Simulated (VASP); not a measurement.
Here is a VASP 6.6.1 calculation.

The input INCAR:

```
SYSTEM = Sb
PREC = Accurate ; ENCUT = 520
EDIFF = 1E-7 ; ISMEAR = -1
SIGMA = 0.05 ; LREAL = .FALSE.
LASPH = .TRUE. ; NELM = 60
ALGO = Normal ; ISIF = 2
LWAVE = .FALSE. ; LCHARG = .FALSE.
GGA = PS ; NBANDS = 8
```

File KPOINTS:

```
regular mesh
0
G
  10 10 10
  0 0 0
```

File POSCAR:

```
Sb
1.0
    0.0000000000      2.2649248576      2.2649248576
    2.2649248576      0.0000000000      2.2649248576
    2.2649248576      2.2649248576      0.0000000000
Sb
1
Direct
    0.0000000000      0.0000000000      0.0000000000
```

Potentials or basis: VASP PAW PBE potentials, release 64 (Sb).

The run is started by

```bash
$ cat potpaw_PBE.64/Sb/POTCAR > POTCAR
$ mpirun -np 1 vasp_std > vasp.out
```

(1) Predict the band gap on the k mesh.

(2) Estimate the pressure.

Results:

(1) zero (an odd number of electrons rules out a gap without spin polarisation).

(2) 10.1 GPa.

Caveat: the cell stands under pressure; the PAW data sets were made with another functional, which shifts forces and pressure a little; spin-orbit coupling is left out, which moves the levels of the heavy elements.
